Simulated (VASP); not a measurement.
# Zn (P6_3/mmc) in VASP: further runs, part 2 of 2

VASP 6.6.1.

## 3. Relaxation of cell and atoms, PBEsol

This run uses another cell than the first one, of 15.33 Å³/atom, 1.090 times its volume.

INCAR

```
SYSTEM = Zn
PREC     = Accurate       ! precision mode
ENCUT    = 600            ! plane-wave cutoff, eV
EDIFF    = 1E-6           ! SCF threshold, eV
ISMEAR   = -1             ! smearing method
SIGMA    = 0.1            ! smearing width, eV
LREAL    = .FALSE.        ! projectors in reciprocal space
LASPH    = .TRUE.         ! aspherical terms in the spheres
NELM     = 100            ! most SCF steps
ALGO     = Normal         ! electronic algorithm
ISIF     = 3              ! what is computed and relaxed
LWAVE    = .FALSE.        ! write WAVECAR
LCHARG   = .FALSE.        ! write CHGCAR
GGA      = PS             ! functional
IBRION   = 2              ! ionic algorithm
NSW      = 80             ! ionic steps
EDIFFG   = -0.01          ! ionic threshold
```

KPOINTS

```
Automatic mesh
0
G
  9 9 4
  0 0 0
```

POSCAR

```
Zn
1.0
    2.6700000000      0.0000000000      0.0000000000
   -1.3350000000      2.3122880000      0.0000000000
    0.0000000000      0.0000000000      4.9660000000
Zn
2
Direct
    0.3333333333      0.6666666667      0.2500000000
    0.6666666667      0.3333333333      0.7500000000
```

Potentials or basis: VASP PAW PBE potentials, release 64 (Zn).

On the command line:

```bash
$ cat potpaw_PBE.64/Zn/POTCAR > POTCAR
$ mpirun -np 1 vasp_std > vasp.out
```

OUTCAR:

```text
SYSTEM = Zn
   PREC = Accurate
   ENCUT = 600
   EDIFF = 1E-6
   ISMEAR = -1
   LREAL = .FALSE.
   LASPH = .TRUE.
   NELM = 100
   ISIF = 3
   GGA = PS
   IBRION = 2
   NSW = 80
   EDIFFG = -0.01

 ion  position               nearest neighbor table
   1  0.333  0.667  0.250-   2 2.92   2 2.92   2 2.92   2 2.92   2 2.92   2 2.92
   2  0.667  0.333  0.750-   1 2.92   1 2.92   1 2.92   1 2.92   1 2.92   1 2.92

  LATTYP: Found a hexagonal cell.
 ALAT       =     2.6700000000
 C/A-ratio  =     1.8599250936

  Lattice vectors:

 A1 = (   2.6700000000,   0.0000000000,   0.0000000000)
 A2 = (  -1.3350000000,   2.3122880000,   0.0000000000)
 A3 = (   0.0000000000,   0.0000000000,   4.9660000000)

Analysis of symmetry for initial positions (statically):
=====================================================================
 Subroutine PRICEL returns:
 Original cell was already a primitive cell.

 Routine SETGRP: Setting up the symmetry group for a
 hexagonal supercell.

 Subroutine GETGRP returns: Found 24 space group operations
 (whereof 12 operations were pure point group operations)
 out of a pool of 24 trial point group operations.

The static configuration has the point symmetry D_3d.
 The point group associated with its full space group is D_6h.

Analysis of symmetry for dynamics (positions and initial velocities):
=====================================================================
 Subroutine PRICEL returns:
 Original cell was already a primitive cell.

 Routine SETGRP: Setting up the symmetry group for a
 hexagonal supercell.

 Subroutine GETGRP returns: Found 24 space group operations
 (whereof 12 operations were pure point group operations)
 out of a pool of 24 trial point group operations.

The dynamic configuration has the point symmetry D_3d.
[... 135 lines left out ...]
 maximum number of plane-waves:      1051
 NGX is ok and might be reduce to    24
   NGX = 11   NGY = 11   NGZ = 19

--------------------------------------- Ionic step        1  -------------------------------------------

 number of electron      24.0000003 magnetization

 Free energy of the ion-electron system (eV)
  ---------------------------------------------------
  ext. energy  EPLUGINS =         0.00000000
  ---------------------------------------------------
  free energy    TOTEN  =        -3.10164462 eV

  energy without entropy =       -3.06503508  energy(sigma->0) =       -3.08333985

------------------------ aborting loop because EDIFF is reached ----------------------------------------

  FORCE on cell =-STRESS in cart. coord.  units (eV):
  Direction    XX          YY          ZZ          XY          YZ          ZX
  --------------------------------------------------------------------------------------
  -------------------------------------------------------------------------------------
  Total       -0.9921308     -0.9921310     -1.0141229      0.0000000     -0.0000000      0.0000000
  in kB      -51.8465219    -51.8465296    -52.9957775      0.0000000     -0.0000000      0.0000000
  external PRESSURE =     -52.2296097 kB  Pullay stress =       0.0000000 kB
[... 89 lines left out ...]
  FREE ENERGIE OF THE ION-ELECTRON SYSTEM (eV)
  ---------------------------------------------------
  free  energy   TOTEN  =        -3.1404401790 eV

  energy  without entropy=       -3.1096384768  energy(sigma->0) =       -3.12503933

[... ionic steps 4 to 12 ...]

--------------------------------------- Ionic step       13  -------------------------------------------

 number of electron      24.0000005 magnetization

------------------------ aborting loop because EDIFF is reached ----------------------------------------
[... 67 lines left out ...]
--------------------------------------- Ionic step       15  -------------------------------------------

 number of electron      24.0000005 magnetization

 Free energy of the ion-electron system (eV)
  ---------------------------------------------------
  ext. energy  EPLUGINS =         0.00000000
  ---------------------------------------------------
  free energy    TOTEN  =        -3.15445695 eV

  energy without entropy =       -3.13059406  energy(sigma->0) =       -3.14252551

 E-fermi :   3.5915     XC(G=0): -12.1007

 val. band max:        3.5338647119   @ k =   0.3333   0.2222   0.0000
 cond. band min:       3.7787336670   @ k =   0.4444   0.1111   0.5000
 fundamental gap:      0.2448689550
 Fermi energy:         3.5915447051

 k-point     1 :       0.0000    0.0000    0.0000
  band No.  band energies     occupation
      1      -7.5300      2.00000
      2      -5.3595      2.00000
      3      -4.5386      2.00000
      4      -4.3498      2.00000
      5      -4.3498      2.00000
      6      -4.2773      2.00000
[... 433 lines left out ...]
      3      -4.6628      2.00000
      4      -4.4824      2.00000
      5      -4.3490      2.00000
      6      -4.3490      2.00000
[... 8 lines left out ...]
     15       7.1788      0.00000
     16       7.2574      0.00000

 [... further k-points ...]
[... 5 lines left out ...]
  --------------------------------------------------------------------------------------
  -------------------------------------------------------------------------------------
  Total        0.0115142      0.0115142      0.0177196      0.0000000     -0.0000000      0.0000000
  in kB        0.6527978      0.6527979      1.0046134      0.0000000     -0.0000000      0.0000000
  external PRESSURE =       0.7700697 kB  Pullay stress =       0.0000000 kB
[... 17 lines left out ...]
  FREE ENERGIE OF THE ION-ELECTRON SYSTEM (eV)
  ---------------------------------------------------
  free  energy   TOTEN  =        -3.1544569461 eV

  energy  without entropy=       -3.1305940647  energy(sigma->0) =       -3.14252551

 reached required accuracy - stopping structural energy minimisation
```

OSZICAR:

```text
N       E                     dE             d eps       ncg     rms          rms(c)
DAV:   1     0.103728921230E+03    0.10373E+03   -0.13977E+04  1168   0.258E+03
DAV:   2    -0.335736974406E+00   -0.10406E+03   -0.10237E+03  1160   0.320E+02
DAV:   3    -0.337914383039E+01   -0.30434E+01   -0.30349E+01  1408   0.663E+01
DAV:   4    -0.338808783572E+01   -0.89440E-02   -0.89434E-02  1392   0.361E+00
[... 112 lines left out ...]
DAV:   1    -0.315452885898E+01   -0.73550E-04   -0.11735E-03  1304   0.473E-01    0.574E-02
DAV:   2    -0.315447415003E+01    0.54709E-04   -0.15772E-04  1368   0.277E-01    0.273E-02
DAV:   3    -0.315446047602E+01    0.13674E-04   -0.74481E-06  1336   0.517E-02    0.131E-02
DAV:   4    -0.315445685151E+01    0.36245E-05   -0.37759E-06  1224   0.346E-02    0.166E-03
DAV:   5    -0.315445694608E+01   -0.94572E-07   -0.16938E-06   728   0.181E-02
  15 F= -.31544569E+01 E0= -.31425255E+01  d E =-.160992E-04
```

CONTCAR:

```text
Zn
   1.00000000000000
     2.6411676448978816    0.0000000000000000    0.0000000000000000
    -1.3205838224489408    2.2873184420699810   -0.0000000000000000
     0.0000000000000000   -0.0000000000000000    4.6778165621810190
  Zn
     2
Direct
     0.3333333332999970    0.6666666667000030    0.2500000000000000
     0.6666666667000030    0.3333333332999970    0.7500000000000000

  0.00000000E+00  0.00000000E+00  0.00000000E+00
  0.00000000E+00  0.00000000E+00  0.00000000E+00
```

It took 5.3 min on 1 thread of AMD EPYC 7R13, shared host; peak memory 0.14 GiB.

What came out:

* Free energy: -3.1545 eV
* Relaxed volume: 14.13 Å³/atom
* Relaxed cell: a = 2.641 Å, b = 2.641 Å, c = 4.678 Å, α = 90.00°, β = 90.00°, γ = 120.00°
* Space group after relaxing (to 0.05 Å): P6_3/mmc (No. 194)
* Energy gained by relaxing: 26.4 meV/atom
* Ionic steps: 15
* Pressure after relaxing: 0.1 GPa
* Band gap on the k mesh: zero (band 12 reaches 4.29 eV, above the bottom of band 13 at 1.08 eV)

Step by step:
```tsv
step	energy change (eV)	largest force (eV/Å)	pressure (GPa)	volume (Å³)
1	0.0000	0.0000	-5.22	30.66
2	-0.0388	0.0000	-0.04	28.49
3	-0.0388	0.0000	0.00	28.48
4	-0.0428	0.0000	0.07	28.39
5	-0.0522	0.0000	0.42	28.13
6	-0.0523	0.0000	0.67	28.05
7	-0.0525	0.0000	0.65	28.08
8	-0.0523	0.0000	-0.54	28.44
9	-0.0528	0.0000	0.15	28.24
10	-0.0528	0.0000	0.01	28.26
11	-0.0528	0.0000	0.00	28.25
12	-0.0528	0.0000	0.03	28.24
13	-0.0528	0.0000	0.10	28.24
14	-0.0528	0.0000	-0.23	28.27
15	-0.0528	0.0000	0.08	28.26
```

Final structure:
```yaml
crystal:
  lattice:
    - [2.64117, 0.00000, 0.00000]
    - [-1.32058, 2.28732, 0.00000]
    - [0.00000, 0.00000, 4.67782]
  atoms:
    - { symbol: Zn, position: [0.33333, 0.66667, 0.25000] }
    - { symbol: Zn, position: [0.66667, 0.33333, 0.75000] }
```

Levels at points of the mesh, in eV from the Fermi level:
| k point | band 9 | band 10 | band 11 | band 12 | band 13 | band 14 | band 15 | band 16 |
| --- | --- | --- | --- | --- | --- | --- | --- | --- |
| (0.00, 0.00, 0.00) | -7.57 | -7.27 | -7.27 | -3.89 | -2.51 | 15.89 | 17.27 | 17.27 |
| (0.00, 0.00, 0.50) | -7.39 | -7.39 | -7.39 | -7.39 | 5.68 | 5.68 | 18.76 | 18.76 |

Caveat: the PAW data sets were made with another functional, which shifts forces and pressure a little.
